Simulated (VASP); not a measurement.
Set up this calculation in VASP 6.6.1, as the native input.

* Task: relaxation of cell and atoms
* Functional: PBE
* Potentials or basis: VASP PAW PBE potentials, release 64 (Si, C)
* Cutoff: 600 eV
* k mesh: 16 × 16 × 16
* Occupations: fermi-dirac, width 0.08 eV
* Spin: no spin polarisation
* Dipole correction: no
* Further INCAR settings: ALGO = Normal; EDIFF = 1e-06; IBRION = 2; EDIFFG = -0.005; NSW = 100; ISIF = 3

The structure of SiC (zincblende type) lies in POSCAR:

```
SiC
1.0
    0.0000000000      2.2322827293      2.2322827293
    2.2322827293      0.0000000000      2.2322827293
    2.2322827293      2.2322827293      0.0000000000
Si C
1 1
Direct
    0.0000000000      0.0000000000      0.0000000000
    0.2500000000      0.2500000000      0.2500000000
```

The input as run:

INCAR

```
SYSTEM = SiC
ALGO = Normal
EDIFF = 1E-6
EDIFFG = -0.005
ENCUT = 600
GGA = PE
IBRION = 2
ISIF = 3
ISMEAR = -1
LASPH = .True.
LCHARG = .False.
LREAL = .False.
LWAVE = .False.
NELM = 80
NSW = 100
PREC = Accurate
SIGMA = 0.08
```

KPOINTS

```
k-points
0
Gamma
  16 16 16
  0 0 0
```

Potentials or basis: VASP PAW PBE potentials, release 64 (Si, C).

The run is started by

```sh
$ cat potpaw_PBE.64/Si/POTCAR potpaw_PBE.64/C/POTCAR > POTCAR
$ mpirun -np 1 vasp_std > vasp.out
```

Results of the run:

The relaxed volume is 10.49 Å³/atom, the relaxed cell is a = 3.096 Å, b = 3.096 Å, c = 3.096 Å, α = 60.00°, β = 60.00°, γ = 60.00° and the space group after relaxing (to 0.05 Å) is F-43m (No. 216). The energy gained by relaxing is 23.0 meV/atom and the ionic steps are 6. The pressure after relaxing is 0.0 GPa and the band gap on the k mesh is 1.37 eV, indirect (least direct gap 4.53 eV).

Wall time 50 s on 1 thread of Intel(R) Xeon(R) 6975P-C (Granite Rapids) (shared host), peak memory 0.17 GiB.
